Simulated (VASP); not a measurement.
Wanted: the native input for a VASP 6.6.1 run.

```yaml
Task: relaxation of cell and atoms
Functional: PBE
Potentials_or_basis: VASP PAW PBE potentials, release 64 (Mg, Se)
Cutoff: 600 eV
k_mesh: 10 × 10 × 10
Occupations: gaussian, width 0.1 eV
Spin: no spin polarisation
Dipole_correction: no
Further_INCAR_settings: ALGO = Normal; EDIFF = 1e-06; IBRION = 2; EDIFFG = -0.01; NSW = 100; ISIF = 3
```

The structure of Mg3Se lies in POSCAR:

```
Mg3Se
1.0
    4.4900773220      0.0000000000      0.0000000000
    0.0000000000      4.4900773220      0.0000000000
    0.0000000000      0.0000000000      4.4062491365
Mg Se
3 1
Direct
    0.0000000000      0.5000000000      0.0000000000
    0.5000000000      0.0000000000      0.0000000000
    0.5000000000      0.5000000000      0.5000000000
    0.0000000000      0.0000000000      0.5000000000
```

The input as run:

INCAR

```
SYSTEM = Mg3Se
ALGO = Normal ; EDIFF = 1E-6
EDIFFG = -0.01 ; ENCUT = 600
GGA = PE ; IBRION = 2
ISIF = 3 ; ISMEAR = 0
LASPH = .True. ; LCHARG = .False.
LREAL = .False. ; LWAVE = .False.
NELM = 60 ; NSW = 100
PREC = Accurate ; SIGMA = 0.1
```

KPOINTS

```
k-points
0
Gamma
  10 10 10
  0 0 0
```

Potentials or basis: VASP PAW PBE potentials, release 64 (Mg, Se).

Command:

```console
$ cat potpaw_PBE.64/Mg/POTCAR potpaw_PBE.64/Se/POTCAR > POTCAR
$ mpirun -np 1 vasp_std > vasp.out
```

It gave:

* Relaxed volume: 22.15 Å³/atom
* Relaxed cell: a = 4.485 Å, b = 4.485 Å, c = 4.405 Å, α = 90.00°, β = 90.00°, γ = 90.00°
* Space group after relaxing (to 0.05 Å): P4/mmm (No. 123)
* Energy gained by relaxing: 0.0 meV/atom
* Ionic steps: 2
* Pressure after relaxing: 0.0 GPa
* Band gap on the k mesh: zero (band 6 reaches 4.71 eV, above the bottom of band 7 at 2.16 eV)

Run time: 50 s on 1 thread of Intel(R) Xeon(R) 6975P-C (Granite Rapids) (shared host), peak memory 0.32 GiB.
